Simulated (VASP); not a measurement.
# Be2WN3 (P4mm) in VASP: notebook

Runs on Be2WN3. Level: PBE. Tasks: single point.

Everything below comes from runs of VASP 6.6.1. Logs are shortened: lines on timing, memory, paths and dates and some standing lists are left out, and cuts for length are marked.

## (1) The cell of the first run

The structure is tetragonal, space group P4mm (No. 99). Conventional cell: a = 3.366 Å, b = 3.366 Å, c = 4.888 Å, α = 90.00°, β = 90.00°, γ = 90.00°. Be (site symmetry 2mm) has 3 N at 1.67 to 1.80 Å within 2.2 Å. Within 2.6 Å of W (site symmetry 4mm) lie 4 N at 1.95 Å. Within 2.4 Å of N (site symmetry 4mm) lie 4 Be at 1.80 Å. N (site symmetry 2mm) has 1 Be at 1.67 Å and 2 W at 1.95 Å within 2.2 Å.

The cell was built from a structure type or drawn by symmetry, and may not be a known phase.

## (2) Single point, PBE

Input file INCAR:

```
SYSTEM = Be2WN3
PREC = Accurate
ENCUT = 600
EDIFF = 1E-6
ISMEAR = 0
SIGMA = 0.15
LREAL = .False.
LASPH = .True.
NELM = 120
ALGO = Normal
ISIF = 2
LWAVE = .False.
LCHARG = .False.
GGA = PE
NBANDS = 26
GGA_COMPAT = .False.
```

Input file KPOINTS:

```
regular mesh
0
Gamma
  3 3 3
  0 0 0
```

Input file POSCAR:

```
Be2WN3
1.0
    3.3661025652      0.0000000000      0.0000000000
    0.0000000000      3.3661025652      0.0000000000
    0.0000000000      0.0000000000      4.8879496634
Be W N
2 1 3
Direct
    0.5000000000      0.0000000000      0.1327933143
    0.0000000000      0.5000000000      0.1327933143
    0.0000000000      0.0000000000      0.5882915430
    0.5000000000      0.5000000000      0.2626865229
    0.5000000000      0.0000000000      0.7906675878
    0.0000000000      0.5000000000      0.7906675878
```

Potentials or basis: VASP PAW PBE potentials, release 64 (Be, W_sv, N).

The run is started by

```sh
$ cat potpaw_PBE.64/Be/POTCAR potpaw_PBE.64/W_sv/POTCAR potpaw_PBE.64/N/POTCAR > POTCAR
$ mpirun -np 1 vasp_std > vasp.out
```

OUTCAR:

```text
SYSTEM = Be2WN3
   PREC = Accurate
   ENCUT = 600
   EDIFF = 1E-6
   ISMEAR = 0
   LREAL = .False.
   LASPH = .True.
   NELM = 120
   ISIF = 2
   GGA = PE

 ion  position               nearest neighbor table
   1  0.500  0.000  0.133-   5 1.67   4 1.80   4 1.80   2 2.38   2 2.38   2 2.38   2 2.38   3 2.79
                             3 2.79
   2  0.000  0.500  0.133-   6 1.67   4 1.80   4 1.80   1 2.38   1 2.38   1 2.38   1 2.38   3 2.79
                             3 2.79
   3  0.000  0.000  0.588-   5 1.95   6 1.95   6 1.95   5 1.95   2 2.79   1 2.79   1 2.79   2 2.79

   4  0.500  0.500  0.263-   1 1.80   2 1.80   1 1.80   2 1.80
   5  0.500  0.000  0.791-   1 1.67   3 1.95   3 1.95
   6  0.000  0.500  0.791-   2 1.67   3 1.95   3 1.95

  LATTYP: Found a simple tetragonal cell.
 ALAT       =     3.3661025652
 C/A-ratio  =     1.4521095447

  Lattice vectors:

 A1 = (   3.3661025652,   0.0000000000,   0.0000000000)
 A2 = (   0.0000000000,   3.3661025652,   0.0000000000)
 A3 = (   0.0000000000,   0.0000000000,   4.8879496634)

Analysis of symmetry for initial positions (statically):
=====================================================================
 Subroutine PRICEL returns:
 Original cell was already a primitive cell.

 Routine SETGRP: Setting up the symmetry group for a
 simple tetragonal supercell.

 Subroutine GETGRP returns: Found  8 space group operations
 (whereof  8 operations were pure point group operations)
 out of a pool of 16 trial point group operations.

The static configuration has the point symmetry C_4v.

Analysis of symmetry for dynamics (positions and initial velocities):
=====================================================================
 Subroutine PRICEL returns:
 Original cell was already a primitive cell.

 Routine SETGRP: Setting up the symmetry group for a
 simple tetragonal supercell.

 Subroutine GETGRP returns: Found  8 space group operations
 (whereof  8 operations were pure point group operations)
 out of a pool of 16 trial point group operations.

The dynamic configuration has the point symmetry C_4v.

 Subroutine INISYM returns: Found  8 space group operations
 (whereof  8 operations are pure point group operations),
 and found     1 'primitive' translations

[... 83 lines left out ...]
   EDIFF  = 0.1E-05   stopping-criterion for ELM
   LREAL  =      F    real-space projection
   EDIFFG = 0.1E-04   stopping-criterion for IOM
   NSW    =      0    number of steps for IOM
   IBRION =     -1    ionic relax: 0-MD 1-quasi-New 2-CG
   NFREE  =      0    steps in history (QN), initial steepest desc. (CG)
   ISIF   =      2    stress and relaxation
   ISYM   =      2    0-nonsym 1-usesym 2-fastsym
   POTIM  = 0.5000    time-step for ionic-motion
   TEBEG  =    0.0;   TEEND  =   0.0 temperature during run
   PSTRESS=    0.0 pullay stress
   NELECT =      33.0000    total number of electrons
   NUPDOWN=      -1.0000    fix difference up-down
   EMIN   =  10.00;   EMAX   =-10.00  energy-range for DOS
   EFERMI =   0.00;   METHOD = LEGACY
   ISMEAR =     0;   SIGMA  =   0.15  broadening in eV -4-tet -1-fermi 0-gaus
   EFERMI_NEDOS =   21; number of points for ismear=-14 and -15
   IALGO  =     38    algorithm
   IMIX   =      4    mixing-type and parameters
     AMIX     =   0.40;   BMIX     =  1.00
     AMIX_MAG =   1.60;   BMIX_MAG =  1.00
  volume/ion in A,a.u.               =       9.23        62.29
  Fermi-wavevector in a.u.,A,eV,Ry     =   1.377587  2.603262 25.820398  1.897746
  Thomas-Fermi vector in A             =   2.502727
   LORBIT       =      0    0 simple, 1 ext, 2 COOP (PROOUT), +10 PAW based schemes
   GGA     = PE    functional components
   LHFCALC =     F    Hartree Fock is set to
   AEXX    =    0.0000 exact exchange contribution
   IVDW    =     0    specifies the selected vdW correction
   LEPSILON=     F    determine dielectric tensor
   LRPA    =     F    only Hartree local field effects (RPA)
 non-spin polarized calculation
 Gauss-broadening in eV      SIGMA  =   0.15
  energy-cutoff  :      600.00
  volume of cell :       55.38
 maximum number of plane-waves:      1854
 NGX is ok and might be reduce to    28
   NGX = 13   NGY = 13   NGZ = 19

 number of electron      32.9999994 magnetization

 Free energy of the ion-electron system (eV)
  ---------------------------------------------------
  ext. energy  EPLUGINS =         0.00000000
  ---------------------------------------------------
  free energy    TOTEN  =       -44.75609739 eV

  energy without entropy =      -44.71931403  energy(sigma->0) =      -44.73770571

 E-fermi :   7.8640     XC(G=0): -11.7910

 val. band max:        7.8367869605   @ k =   0.3333   0.0000   0.3333
 cond. band min:       8.3788896441   @ k =   0.3333   0.3333   0.3333
 fundamental gap:      0.5421026835
 Fermi energy:         7.8640473435

 k-point     1 :       0.0000    0.0000    0.0000
  band No.  band energies     occupation
      1     -67.5622      2.00000
      2     -31.8324      2.00000
      3     -31.8324      2.00000
      4     -31.7582      2.00000
      5      -9.7278      2.00000
      6      -7.1707      2.00000
[... 163 lines left out ...]
     25      16.7709      0.00000
     26      17.8284      0.00000

------------------------ aborting loop because EDIFF is reached ----------------------------------------

  FORCE on cell =-STRESS in cart. coord.  units (eV):
  Direction    XX          YY          ZZ          XY          YZ          ZX
  --------------------------------------------------------------------------------------
  -------------------------------------------------------------------------------------
  Total        0.0632615      0.0632615      0.0033789      0.0000000      0.0000000      0.0000000
  in kB        1.8300732      1.8300732      0.0977481      0.0000000      0.0000000      0.0000000
  external PRESSURE =       1.2526315 kB  Pullay stress =       0.0000000 kB

 VOLUME and BASIS-vectors are now :
 -----------------------------------------------------------------------------
  energy-cutoff  :      600.00
  volume of cell :       55.38
      direct lattice vectors                 reciprocal lattice vectors
     3.366102565  0.000000000  0.000000000     0.297079480  0.000000000  0.000000000
     0.000000000  3.366102565  0.000000000     0.000000000  0.297079480  0.000000000
     0.000000000  0.000000000  4.887949663     0.000000000  0.000000000  0.204584758

 POSITION                                       TOTAL-FORCE (eV/Angst)
 -----------------------------------------------------------------------------------
      1.68305      0.00000      0.64909         0.000000     -0.000000     -0.009911
      0.00000      1.68305      0.64909         0.000000     -0.000000     -0.009911
      0.00000      0.00000      2.87554        -0.000000     -0.000000     -0.148502
      1.68305      1.68305      1.28400         0.000000      0.000000      0.021262
      1.68305      0.00000      3.86474         0.000000     -0.000000      0.073531
      0.00000      1.68305      3.86474         0.000000     -0.000000      0.073531
 -----------------------------------------------------------------------------------
    total drift:                               -0.000000     -0.000000     -0.000375

  FREE ENERGIE OF THE ION-ELECTRON SYSTEM (eV)
  ---------------------------------------------------
  free  energy   TOTEN  =       -44.7560973900 eV

  energy  without entropy=      -44.7193140273  energy(sigma->0) =      -44.73770571
```

OSZICAR:

```text
N       E                     dE             d eps       ncg     rms          rms(c)
DAV:   1     0.281388617563E+03    0.28139E+03   -0.18677E+04   312   0.142E+03
DAV:   2    -0.370411132619E+02   -0.31843E+03   -0.29955E+03   376   0.406E+02
DAV:   3    -0.547978016150E+02   -0.17757E+02   -0.17375E+02   376   0.100E+02
DAV:   4    -0.550936681251E+02   -0.29587E+00   -0.29491E+00   368   0.134E+01
DAV:   5    -0.550977561318E+02   -0.40880E-02   -0.40854E-02   380   0.155E+00    0.377E+01
DAV:   6    -0.489814322726E+02    0.61163E+01   -0.48006E+01   384   0.506E+01    0.155E+01
DAV:   7    -0.451083196018E+02    0.38731E+01   -0.21058E+01   358   0.297E+01    0.127E+01
DAV:   8    -0.447906973952E+02    0.31762E+00   -0.13202E+00   354   0.100E+01    0.564E+00
DAV:   9    -0.447974440312E+02   -0.67466E-02   -0.24923E-01   376   0.393E+00    0.185E+00
DAV:  10    -0.447597111404E+02    0.37733E-01   -0.55166E-02   352   0.196E+00    0.555E-01
DAV:  11    -0.447563036978E+02    0.34074E-02   -0.10520E-02   378   0.761E-01    0.309E-01
DAV:  12    -0.447561950402E+02    0.10866E-03   -0.12921E-03   368   0.242E-01    0.169E-01
DAV:  13    -0.447561138372E+02    0.81203E-04   -0.11646E-04   380   0.757E-02    0.918E-02
DAV:  14    -0.447560985160E+02    0.15321E-04   -0.71498E-05   372   0.670E-02    0.165E-02
DAV:  15    -0.447560977389E+02    0.77713E-06   -0.27917E-05   326   0.333E-02    0.540E-03
DAV:  16    -0.447560973900E+02    0.34889E-06   -0.10975E-06   192   0.850E-03
   1 F= -.44756097E+02 E0= -.44737706E+02  d E =-.367834E-01
```

stdout:

```text
POSCAR found type information on POSCAR BeW N
 POSCAR found :  3 types and       6 ions
 scaLAPACK will be used
 LDA part: xc-table for (Slater+PW92), standard interpolation
 POSCAR, INCAR and KPOINTS ok, starting setup
 FFT: planning ... GRIDC
 FFT: planning ... GRID_SOFT
 FFT: planning ... GRID
 WAVECAR not read
 entering main loop
```

Wall time 23 s (1 thread of Intel Xeon 8259CL, shared host); peak memory 0.18 GiB.

Results:

```yaml
Free_energy: -44.7561 eV
Pressure: 0.1 GPa
Largest_force: 0.149 eV/Å
Band_gap_on_the_k_mesh: zero (an odd number of electrons rules out a gap without spin polarisation)
```

Forces in eV/Å, atoms in the order of the input:
```
Be   0.000  0.000 -0.010
Be   0.000  0.000 -0.010
W    0.000  0.000 -0.149
N    0.000  0.000  0.021
N    0.000  0.000  0.074
N    0.000  0.000  0.074
```

Stress tensor (GPa, compression positive):
```
0.18 0.00 0.00
0.00 0.18 0.00
0.00 0.00 0.01
```

Levels at points of the mesh, in eV from the Fermi level:
| k point | band 15 | band 16 | band 17 | band 18 | band 19 | band 20 |
| --- | --- | --- | --- | --- | --- | --- |
| (0.00, 0.00, 0.00) | -0.97 | -0.51 | -0.51 | -0.04 | 2.08 | 3.62 |

Caveat: the k points lie up to 0.62 Å⁻¹ apart, too coarse for converged energies and pressures of a metal; spin-orbit coupling is left out, which moves the levels of the heavy elements.

## (3) Single point, PBE

This run uses another cell than the first one, of 11.99 Å³/atom.

Input file INCAR:

```
ALGO = Normal
EDIFF = 1E-6
ENCUT = 600
GGA = PE
GGA_COMPAT = False
ISIF = 2
ISMEAR = 0
LASPH = True
LCHARG = True
LELF = True
LREAL = False
LVHAR = True
LWAVE = False
NBANDS = 26
NELM = 120
PREC = Accurate
SIGMA = 0.15
```

Input file KPOINTS:

```
k-points
0
Gamma
  3 3 3
```

Input file POSCAR:

```
Be2WN3
1.0
    3.5708526711      0.0000000000      0.0000000000
    0.0000000000      3.5708526711      0.0000000000
    0.0000000000      0.0000000000      5.6434813564
Be W N
2 1 3
Direct
    0.5000000000      0.5000000000      0.4752141549
    0.0000000000      0.0000000000      0.2530351146
    0.0000000000      0.0000000000      0.6696146201
    0.5000000000      0.0000000000      0.4762548191
    0.0000000000      0.5000000000      0.4762548191
    0.0000000000      0.0000000000     -0.0184521776
```

Potentials or basis: VASP PAW PBE potentials, release 64 (Be, W_sv, N).

The run is started by

```sh
$ cat potpaw_PBE.64/Be/POTCAR potpaw_PBE.64/W_sv/POTCAR potpaw_PBE.64/N/POTCAR > POTCAR
$ mpirun -np 1 vasp_std > vasp.out
```

Wall time 40 s (1 thread of Intel Xeon 8259CL, shared host); peak memory 0.2 GiB.

Results (log left out):

```yaml
Free_energy: -45.3636 eV
Pressure: 0.8 GPa
Largest_force: 0.308 eV/Å
Band_gap_on_the_k_mesh: zero (an odd number of electrons rules out a gap without spin polarisation)
```

Forces on the atoms (eV/Å):
```
Be   0.000  0.000 -0.011
Be   0.000  0.000 -0.046
W    0.000  0.000 -0.165
N    0.000  0.000 -0.043
N    0.000  0.000 -0.043
N    0.000  0.000  0.308
```

Stress tensor (GPa, compression positive):
```
0.48 0.00 0.00
0.00 0.48 0.00
0.00 0.00 1.45
```

Levels at points of the mesh, in eV from the Fermi level:
```
           k point  band 15  band 16  band 17  band 18  band 19  band 20
(0.00, 0.00, 0.00)    -1.69    -1.69    -0.17     0.95     3.16     4.16
```

Caveat: the k points lie up to 0.59 Å⁻¹ apart, too coarse for converged energies and pressures of a metal; spin-orbit coupling is left out, which moves the levels of the heavy elements.
